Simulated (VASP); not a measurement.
A run of VASP 6.6.1 is set up as follows.

The input INCAR:

```
  PREC = Accurate
  ENCUT = 520
  EDIFF = 1E-6
  ISMEAR = 0
  SIGMA = 0.02
  LREAL = False
  LASPH = True
  NELM = 60
  ALGO = Normal
  ISIF = 2
  LWAVE = False
  LCHARG = True
  GGA = PE
  LELF = True
  LVHAR = True
  NBANDS = 27
```

The input KPOINTS:

```
Automatic mesh
0
Gamma
  6 6 6
```

The input POSCAR:

```
BaHfO3
1.0
    4.2057396751      0.0000000000      0.0000000000
    0.0000000000      4.2057396751      0.0000000000
    0.0000000000      0.0000000000      4.2057396751
Ba Hf O
1 1 3
Direct
    0.5000000000      0.5000000000      0.5000000000
    0.0000000000      0.0000000000      0.0000000000
    0.0000000000      0.5000000000      0.0000000000
    0.0000000000      0.0000000000      0.5000000000
    0.5000000000      0.0000000000      0.0000000000
```

Potentials or basis: VASP PAW PBE potentials, release 64 (Ba_sv, Hf_pv, O).

Command:

```sh
$ cat potpaw_PBE.64/Ba_sv/POTCAR potpaw_PBE.64/Hf_pv/POTCAR potpaw_PBE.64/O/POTCAR > POTCAR
$ mpirun -np 1 vasp_std > vasp.out
```

(1) What does it give for the pressure?

(2) What does it give for the band gap on the k mesh?

Results:

(1) -0.5 GPa.

(2) 3.54 eV (least direct gap 3.78 eV).

Caveat: spin-orbit coupling is left out, which moves the levels of the heavy elements.
